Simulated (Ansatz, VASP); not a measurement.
# One calculation of CrCd3S4, two programs

```
CELL_PARAMETERS angstrom
5.81000 0.00000 0.00000
0.00000 5.81000 0.00000
0.00000 0.00000 5.81000
ATOMIC_POSITIONS crystal
Cr 0.99804 0.00653 0.00976
S 0.26337 0.24785 0.25986
S 0.25187 0.73905 0.75807
S 0.75474 0.25950 0.75635
S 0.73696 0.74824 0.25418
Cd 0.00002 0.50744 0.49612
Cd 0.49538 0.99219 0.51023
Cd 0.50015 0.49286 0.99304
```

Change from the starting cell: moments + scaled by 0.65, plain SCF.

Alike in both runs: task single point; functional PBE; k mesh 3 × 3 × 3; occupations gaussian, width 0.01 eV; collinear spin.

|  | VASP | Ansatz |
| --- | --- | --- |
| version | VASP 6.6.1 | Ansatz 0.2.0 |
| potentials or method | VASP PAW PBE potentials, release 64 (Cr_pv, S, Cd), cutoff 400 eV | PAW, plane waves, scalar-relativistic |
| valence electrons in the cell | 72 | 98 |

VASP gave:

| Property | Result |
| --- | --- |
| pressure (GPa) | 1.2 |
| rms of the force components (eV/Å) | 0.548 |
| net moment per atom (μB) | 0.50 |
| size of the moment on the site where the two differ most (μB) | 3.66 |

**Question.** Which values does Ansatz return?

**Answer.** Pressure (GPa): 1.3; rms of the force components (eV/Å): 0.535; net moment per atom (μB): 0.50; size of the moment on the site where the two differ most (μB): 3.47.

Site moments also hang on the region over which each program counts them. The functional is the same, so the differences come from potentials, cutoffs and numerics. VASP's potentials hold 72 valence electrons a cell and Ansatz's 98, so a difference there can come from the potentials and not from the codes.

The k mesh is coarse, so the values compare programs but aren't converged.
